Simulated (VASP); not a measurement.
Set up this calculation in VASP 6.6.1, as the native input.

```
Task                   : single point
Functional             : PBE
Dispersion             : D3(BJ)
Potentials or basis    : VASP PAW PBE potentials, release 64 (S, W_sv)
Cutoff                 : 520 eV
k mesh                 : 9 × 9 × 1
Occupations            : gaussian, width 0.05 eV
Spin                   : no spin polarisation
Dipole correction      : yes
Further INCAR settings : ALGO = Normal; EDIFF = 1e-06; NBANDS = 35
```

The structure of WS2 lies in POSCAR:

```
WS2
1.0
    3.1595456682      0.0000000000      0.0000000000
   -1.5797728341      2.7362468131      0.0000000000
    0.0000000000      0.0000000000     23.8042574330
S W
4 2
Direct
    0.3333333333      0.6666666667      0.1890418137
    0.3333333333      0.6666666667      0.3214605092
    0.5000000000      1.3333333333      0.4575706151
    0.5000000000      1.3333333333      0.5899893106
    0.6666666667      0.3333333333      0.2552511584
    0.1666666667      1.6666666667      0.5237799598
```

This cell differs from its parent crystal: layers slid over each other.

These files were run (other wordings do the same):

INCAR

```
PREC = Accurate ; ENCUT = 520
EDIFF = 1E-6 ; ISMEAR = 0
SIGMA = 0.05 ; LREAL = False
LASPH = True ; NELM = 100
ALGO = Normal ; ISIF = 2
LWAVE = False ; LCHARG = False
LDIPOL = True ; IDIPOL = 3
DIPOL = 0.5 0.5 0.390 ; GGA = PE
IVDW = 12 ; NBANDS = 35
```

KPOINTS

```
Automatic mesh
0
Gamma
  9 9 1
```

Potentials or basis: VASP PAW PBE potentials, release 64 (S, W_sv).

The run is started by

```bash
$ cat potpaw_PBE.64/S/POTCAR potpaw_PBE.64/W_sv/POTCAR > POTCAR
$ mpirun -np 1 vasp_std > vasp.out
```

It gave:

```
Largest force              : 0.047 eV/Å
Band gap on the k mesh     : 1.65 eV (least direct gap 1.89 eV)
Dispersion energy per atom : -0.359 eV
```

Caveat: the cell differs from its parent crystal (layers slid over each other); spin-orbit coupling is left out, which moves the levels of the heavy elements.

Run time: 2.9 min on 1 thread of Intel(R) Xeon(R) 6975P-C (Granite Rapids), with other jobs on the host, peak memory 0.45 GiB.
